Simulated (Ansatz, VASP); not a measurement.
One calculation of Sn, two programs

```
Sn
1.0
    -1.90768    1.90768    1.90768
     1.90768   -1.90768    1.90768
     1.90768    1.90768   -1.90768
Sn
1
Direct
  0.00000 0.00000 0.00000
```

Alike in both runs: functional PBE; k mesh 16 × 16 × 16; occupations fermi-dirac, width 0.05 eV; no spin polarisation.

Ansatz relaxed the structure, and its values are those at the end. VASP's run is a single point on that final structure, the one shown.

|  | VASP | Ansatz |
| --- | --- | --- |
| version | VASP 6.6.1 | Ansatz 0.2.0 |
| potentials or method | VASP PAW PBE potentials, release 64 (Sn_d) | PAW with Ansatz's default frozen-core files, scalar-relativistic |
| plane-wave cutoff (eV) | 520 | 420 |
| valence electrons in the cell | 14 | 14 |

```csv
,VASP,Ansatz,Ansatz less VASP
pressure (GPa),-0.1,0.0,+0.06
```

The functional is the same, so the differences come from potentials, cutoffs and numerics.
